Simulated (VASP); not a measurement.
Runs of VASP 6.6.1 on ZrB. The structure is that of space group R-3m (No. 166), or close to it. The cells are those of the table. 

```tsv
cell	gap on the mesh (eV)	pressure (GPa)
a = 4.520 Å, angles 33.6°, 2 atoms	none	29.5
a = 3.213 Å, angles 63.2°, 2 atoms	none	(b)
a = 3.134 Å, angles 67.3°, 2 atoms	none	34.1
a = 3.519 Å, angles 52.2°, 2 atoms	none	34.2
a = 3.776 Å, angles 45.7°, 2 atoms	none	(a)
a = 2.952 Å, angles 82.7°, 2 atoms	none	22.6
```

Alike in all rows: task single point; level PBE; potentials or basis VASP PAW PBE potentials, release 64 (Zr_sv, B); no spin polarisation; k mesh 20 × 20 × 20; cutoff (eV) 520; smearing gaussian 0.15 eV.

Q: Estimate the missing entries.

A: (a) 33.4; (b) 34.8.

Caveats: the cell stands under pressure.

A k mesh can miss the band edges, and the runs leave out spin-orbit coupling on Zr.

A gap of «none» marks levels without a gap at the run's occupations.
